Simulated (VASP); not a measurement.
# ScAl3 (Pm-3m) in VASP: single point with PBEsol-based screened hybrid with 25 % exact exchange

Aim: the single point of ScAl3 with PBEsol-based screened hybrid with 25 % exact exchange.

Program: VASP 6.6.1. These are calculated values, not measurements. Logs are shortened: lines on timing, memory, paths and dates and some standing lists are left out, and cuts for length are marked.

### 1 The cell of the first run

Symmetry: Pm-3m, No. 221, cubic system. Conventional cell: a = 4.088 Å, b = 4.088 Å, c = 4.088 Å, α = 90.00°, β = 90.00°, γ = 90.00°. Sc (site symmetry m-3m) has 12 Al at 2.89 Å within 3.8 Å. Al (site symmetry 4/mmm) has 4 Sc at 2.89 Å and 8 Al at 2.89 Å within 3.8 Å.

### 2 Single point, PBEsol-based screened hybrid with 25 % exact exchange

POSCAR

```
ScAl3
1.0
    4.0878065700      0.0000000000      0.0000000000
    0.0000000000      4.0878065700      0.0000000000
    0.0000000000      0.0000000000      4.0878065700
Sc Al
1 3
Direct
    0.0000000000      0.0000000000      0.0000000000
    0.5000000000      0.5000000000      0.0000000000
    0.0000000000      0.5000000000      0.5000000000
    0.5000000000      0.0000000000      0.5000000000
```

INCAR.step1

```
SYSTEM = ScAl3
PREC     = Accurate       ! precision mode
ENCUT    = 520            ! plane-wave cutoff, eV
EDIFF    = 1E-5           ! SCF threshold, eV
ISMEAR   = -1             ! smearing method
SIGMA    = 0.05           ! smearing width, eV
LREAL    = .False.        ! projectors in reciprocal space
LASPH    = .True.         ! aspherical terms in the spheres
NELM     = 80             ! most SCF steps
ALGO     = Normal         ! electronic algorithm
ISIF     = 2              ! what is computed and relaxed
LWAVE    = .True.         ! write WAVECAR
LCHARG   = .False.        ! write CHGCAR
NBANDS   = 18             ! bands
GGA      = PE             ! functional
```

INCAR.step2

```
SYSTEM = ScAl3
PREC     = Accurate       ! precision mode
ENCUT    = 520            ! plane-wave cutoff, eV
EDIFF    = 1E-7           ! SCF threshold, eV
ISMEAR   = -1             ! smearing method
SIGMA    = 0.05           ! smearing width, eV
LREAL    = .False.        ! projectors in reciprocal space
LASPH    = .True.         ! aspherical terms in the spheres
NELM     = 80             ! most SCF steps
ALGO     = Normal         ! electronic algorithm
ISIF     = 2              ! what is computed and relaxed
LWAVE    = .False.        ! write WAVECAR
LCHARG   = .False.        ! write CHGCAR
GGA      = PS             ! functional
LHFCALC  = .True.         ! exact exchange
AEXX     = 0.25           ! exact-exchange fraction
HFSCREEN = 0.207          ! screening, 1/A
PRECFOCK = Normal       
NBANDS   = 18             ! bands
ISTART   = 1
```

KPOINTS

```
Automatic mesh
0
Gamma
  4 4 4
  0 0 0
```

Potentials or basis: VASP PAW PBE potentials, release 64 (Sc_sv, Al).

The run is started by

```console
cat potpaw_PBE.64/Sc_sv/POTCAR potpaw_PBE.64/Al/POTCAR > POTCAR
cp INCAR.step1 INCAR
mpirun -np 1 vasp_std > vasp.out
cp INCAR.step2 INCAR
mpirun -np 1 vasp_std > vasp.out
```

OUTCAR:

```text
SYSTEM = ScAl3
   PREC = Accurate
   ENCUT = 520
   EDIFF = 1E-7
   ISMEAR = -1
   LREAL = .False.
   LASPH = .True.
   NELM = 80
   ISIF = 2
   GGA = PS
   LHFCALC = .True.
   AEXX = 0.25
   HFSCREEN = 0.207
   PRECFOCK = Normal
   ISTART = 1

 ion  position               nearest neighbor table
   1  0.000  0.000  0.000-   2 2.89   3 2.89   4 2.89   3 2.89   4 2.89   2 2.89   3 2.89   3 2.89
                             2 2.89   4 2.89   4 2.89   2 2.89
   2  0.500  0.500  0.000-   1 2.89   3 2.89   4 2.89   3 2.89   4 2.89   1 2.89   4 2.89   4 2.89
                             1 2.89   3 2.89   3 2.89   1 2.89
   3  0.000  0.500  0.500-   1 2.89   2 2.89   4 2.89   1 2.89   2 2.89   1 2.89   4 2.89   1 2.89
                             2 2.89   4 2.89   2 2.89   4 2.89
   4  0.500  0.000  0.500-   1 2.89   2 2.89   3 2.89   1 2.89   2 2.89   2 2.89   3 2.89   2 2.89
                             1 2.89   3 2.89   1 2.89   3 2.89

  LATTYP: Found a simple cubic cell.
 ALAT       =     4.0878065700

  Lattice vectors:

 A1 = (   4.0878065700,   0.0000000000,   0.0000000000)
 A2 = (   0.0000000000,   4.0878065700,   0.0000000000)
 A3 = (   0.0000000000,   0.0000000000,   4.0878065700)

Analysis of symmetry for initial positions (statically):
=====================================================================
 Subroutine PRICEL returns:
 Original cell was already a primitive cell.

 Routine SETGRP: Setting up the symmetry group for a
 simple cubic supercell.

 Subroutine GETGRP returns: Found 48 space group operations
 (whereof 48 operations were pure point group operations)
 out of a pool of 48 trial point group operations.

The static configuration has the point symmetry O_h .

Analysis of symmetry for dynamics (positions and initial velocities):
=====================================================================
 Subroutine PRICEL returns:
 Original cell was already a primitive cell.

 Routine SETGRP: Setting up the symmetry group for a
 simple cubic supercell.

 Subroutine GETGRP returns: Found 48 space group operations
 (whereof 48 operations were pure point group operations)
 out of a pool of 48 trial point group operations.

The dynamic configuration has the point symmetry O_h .

 Subroutine INISYM returns: Found 48 space group operations
 (whereof 48 operations are pure point group operations),
 and found     1 'primitive' translations

----------------------------------------------------------------------------------------

                                     Primitive cell

  volume of cell :      68.3079

  direct lattice vectors                    reciprocal lattice vectors
     4.087806570  0.000000000  0.000000000     0.244629970  0.000000000  0.000000000
     0.000000000  4.087806570  0.000000000     0.000000000  0.244629970  0.000000000
     0.000000000  0.000000000  4.087806570     0.000000000  0.000000000  0.244629970

  length of vectors
     4.087806570  4.087806570  4.087806570     0.244629970  0.244629970  0.244629970

  position of ions in fractional coordinates (direct lattice)
     0.000000000  0.000000000  0.000000000
     0.500000000  0.500000000  0.000000000
     0.000000000  0.500000000  0.500000000
     0.500000000  0.000000000  0.500000000

  ion indices of the primitive-cell ions
   primitive index   ion index
                 1           1
                 2           2
                 3           3
                 4           4

----------------------------------------------------------------------------------------

 KPOINTS: Automatic mesh

Automatic generation of k-mesh.
 Grid dimensions read from file:
 generate k-points for:    4    4    4

 Generating k-lattice:

  Cartesian coordinates                     Fractional coordinates (reciprocal lattice)
     0.061157493  0.000000000  0.000000000     0.250000000  0.000000000  0.000000000
     0.000000000  0.061157493  0.000000000     0.000000000  0.250000000  0.000000000
     0.000000000  0.000000000  0.061157493     0.000000000  0.000000000  0.250000000

  Length of vectors
     0.061157493  0.061157493  0.061157493

  Shift w.r.t. Gamma in fractional coordinates (k-lattice)
     0.000000000  0.000000000  0.000000000

 Subroutine IBZKPT returns following result:
 ===========================================

 Found     10 irreducible k-points:

 Following reciprocal coordinates:
            Coordinates               Weight
  0.000000  0.000000  0.000000      1.000000
  0.250000  0.000000  0.000000      6.000000
  0.500000  0.000000  0.000000      3.000000
  0.250000  0.250000  0.000000     12.000000
  0.500000  0.250000  0.000000     12.000000
  0.500000  0.500000  0.000000      3.000000
  0.250000  0.250000  0.250000      8.000000
  0.500000  0.250000  0.250000     12.000000
  0.500000  0.500000  0.250000      6.000000
  0.500000  0.500000  0.500000      1.000000
   k-points           NKPTS =     10   k-points in BZ     NKDIM =     64   number of bands    NBANDS=     18
   number of dos      NEDOS =    301   number of ions     NIONS =      4
   total plane-waves  NPLWV =  27000
   dimension x,y,z NGX =    30 NGY =   30 NGZ =   30
   dimension x,y,z NGXF=    60 NGYF=   60 NGZF=   60
   ions per type =               1   3
   NGX,Y,Z   is equivalent  to a cutoff of  12.20, 12.20, 12.20 a.u.
   NGXF,Y,Z  is equivalent  to a cutoff of  24.40, 24.40, 24.40 a.u.
 SYSTEM =  ScAl3
   PREC   = accura    normal or accurate (medium, high low for compatibility)
   ISTART =      1    job   : 0-new  1-cont  2-samecut
   ICHARG =      0    charge: 1-file 2-atom 10-const
   ISPIN  =      1    spin polarized calculation?
   LNONCOLLINEAR =      F non collinear calculations
   LSORBIT =      F    spin-orbit coupling
   LASPH  =      T    aspherical Exc in radial PAW
   ENCUT  =  520.0 eV  38.22 Ry    6.18 a.u.   7.60  7.60  7.60*2*pi/ulx,y,z
   NELM   =     80;   NELMIN=  2; NELMDL=  0     # of ELM steps
   EDIFF  = 0.1E-06   stopping-criterion for ELM
   LREAL  =      F    real-space projection
   EDIFFG = 0.1E-05   stopping-criterion for IOM
   NSW    =      0    number of steps for IOM
   IBRION =     -1    ionic relax: 0-MD 1-quasi-New 2-CG
   NFREE  =      0    steps in history (QN), initial steepest desc. (CG)
   ISIF   =      2    stress and relaxation
   ISYM   =      3    0-nonsym 1-usesym 2-fastsym
   POTIM  = 0.5000    time-step for ionic-motion
   TEBEG  =    0.0;   TEEND  =   0.0 temperature during run
   PSTRESS=    0.0 pullay stress
   NELECT =      20.0000    total number of electrons
   NUPDOWN=      -1.0000    fix difference up-down
   EMIN   =  10.00;   EMAX   =-10.00  energy-range for DOS
   EFERMI =   0.00;   METHOD = LEGACY
   ISMEAR =    -1;   SIGMA  =   0.05  broadening in eV -4-tet -1-fermi 0-gaus
   EFERMI_NEDOS =   21; number of points for ismear=-14 and -15
   IALGO  =     38    algorithm
   IMIX   =      1    mixing-type and parameters
     AMIX     =   0.40;   BMIX     =  1.00
     AMIX_MAG =   1.60;   BMIX_MAG =  1.00
  volume/ion in A,a.u.               =      17.08       115.24
  Fermi-wavevector in a.u.,A,eV,Ry     =   1.087079  2.054282 16.078563  1.181741
  Thomas-Fermi vector in A             =   2.223230
   LORBIT       =      0    0 simple, 1 ext, 2 COOP (PROOUT), +10 PAW based schemes
   GGA     = PS    functional components
   LHFCALC =     T    Hartree Fock is set to
   PRECFOCK=normal    Normal, Fast or Accurate (Low or Medium for compatibility)
   ENCUT4O =  -1.0   cutoff for four orbital integrals eV
   NKREDX  =     1    reduce k-point grid by
   NKREDY  =     1    reduce k-point grid by
   NKREDZ  =     1    reduce k-point grid by
   AEXX    =    0.2500 exact exchange contribution
   HFSCREEN=    0.2070 screening length (either q_TF or 0.3 A-1)
   HFSCREENC=   0.2070 screening length for correlation (either q_TF or 0.3 A-1)
   ENCUTFOCK=  -1.0 apply spherical cutoff to Coloumb kernel
   IVDW    =     0    specifies the selected vdW correction
   LEPSILON=     F    determine dielectric tensor
   LRPA    =     F    only Hartree local field effects (RPA)
 non-spin polarized calculation
  energy-cutoff  :      520.00
  volume of cell :       68.31
 maximum number of plane-waves:      1856
  NGX = 24; NGY = 24; NGZ = 24

 number of electron      19.9999996 magnetization

 Free energy of the ion-electron system (eV)
  ---------------------------------------------------
  ext. energy  EPLUGINS =         0.00000000
  ---------------------------------------------------
  free energy    TOTEN  =       -22.56375634 eV

  energy without entropy =      -22.53986220  energy(sigma->0) =      -22.55180927

 E-fermi :   7.3527     XC(G=0):  -8.6560

 val. band max:        7.3435637027   @ k =   0.5000   0.2500   0.2500
 cond. band min:       7.4496058063   @ k =   0.2500   0.2500   0.0000
 fundamental gap:      0.1060421036
 Fermi energy:         7.3527057138

 k-point     1 :       0.0000    0.0000    0.0000
  band No.  band energies     occupation
      1     -45.9519      2.00000
      2     -23.1694      2.00000
      3     -23.1694      2.00000
      4     -23.1694      2.00000
      5      -4.2458      2.00000
      6       4.2927      2.00000
[... 10 lines left out ...]
     17      13.0947      0.00000
     18      13.0947      0.00000

 k-point     2 :       0.2500    0.0000    0.0000
  band No.  band energies     occupation
      1     -45.9510      2.00000
      2     -23.1907      2.00000
      3     -23.1667      2.00000
      4     -23.1667      2.00000
      5      -3.6040      2.00000
      6       1.2996      2.00000
[... 10 lines left out ...]
     17      12.9710      0.00000
     18      13.8649      0.00000

 k-point     3 :       0.5000    0.0000    0.0000
  band No.  band energies     occupation
      1     -45.9502      2.00000
      2     -23.2119      2.00000
      3     -23.1641      2.00000
      4     -23.1641      2.00000
      5      -2.1087      2.00000
      6      -1.2291      2.00000
[... 118 lines left out ...]
 k-point     9 :       0.5000    0.5000    0.2500
  band No.  band energies     occupation
      1     -45.9472      2.00000
      2     -23.2051      2.00000
      3     -23.2051      2.00000
      4     -23.1813      2.00000
      5       0.1214      2.00000
      6       1.0861      2.00000
[... 10 lines left out ...]
     17      11.9900      0.00000
     18      15.2895      0.00000

 k-point    10 :       0.5000    0.5000    0.5000
  band No.  band energies     occupation
      1     -45.9462      2.00000
      2     -23.2030      2.00000
      3     -23.2030      2.00000
      4     -23.2030      2.00000
      5       1.7317      2.00000
      6       1.7317      2.00000
[... 10 lines left out ...]
     17      12.1187      0.00000
     18      19.1030      0.00000

------------------------ aborting loop because EDIFF is reached ----------------------------------------

  FORCE on cell =-STRESS in cart. coord.  units (eV):
  Direction    XX          YY          ZZ          XY          YZ          ZX
  --------------------------------------------------------------------------------------
  -------------------------------------------------------------------------------------
  Total       -0.5374899     -0.5374899     -0.5374899     -0.0000000     -0.0000000     -0.0000000
  in kB      -12.6069462    -12.6069462    -12.6069462     -0.0000000     -0.0000000     -0.0000000
  external PRESSURE =     -12.6069462 kB  Pullay stress =       0.0000000 kB

 VOLUME and BASIS-vectors are now :
 -----------------------------------------------------------------------------
  energy-cutoff  :      520.00
  volume of cell :       68.31
      direct lattice vectors                 reciprocal lattice vectors
     4.087806570  0.000000000  0.000000000     0.244629970  0.000000000  0.000000000
     0.000000000  4.087806570  0.000000000     0.000000000  0.244629970  0.000000000
     0.000000000  0.000000000  4.087806570     0.000000000  0.000000000  0.244629970

 POSITION                                       TOTAL-FORCE (eV/Angst)
 -----------------------------------------------------------------------------------
      0.00000      0.00000      0.00000         0.000000      0.000000      0.000000
      2.04390      2.04390      0.00000         0.000000      0.000000      0.000000
      0.00000      2.04390      2.04390         0.000000      0.000000      0.000000
      2.04390      0.00000      2.04390         0.000000      0.000000      0.000000
 -----------------------------------------------------------------------------------
    total drift:                               -0.000005     -0.000006     -0.000015

  FREE ENERGIE OF THE ION-ELECTRON SYSTEM (eV)
  ---------------------------------------------------
  free  energy   TOTEN  =       -22.5637563448 eV

  energy  without entropy=      -22.5398621954  energy(sigma->0) =      -22.55180927
```

Wall time 16 min (1 thread of Intel Xeon Platinum 8259CL at 2.50GHz (Skylake/Cascade Lake), shared host); peak memory 0.28 GiB.

Results:

* Free energy: -22.5638 eV
* Pressure: -1.3 GPa
* Band gap on the k mesh: zero (bands 10 and 11 overlap by 4.66 eV)

Caveat: the k points lie up to 0.38 Å⁻¹ apart, too coarse for converged energies and pressures of a metal; the PAW data sets were made with another functional, which shifts forces and pressure a little.

The gap in the log of VASP goes by the Fermi energy; the results here count the filled bands.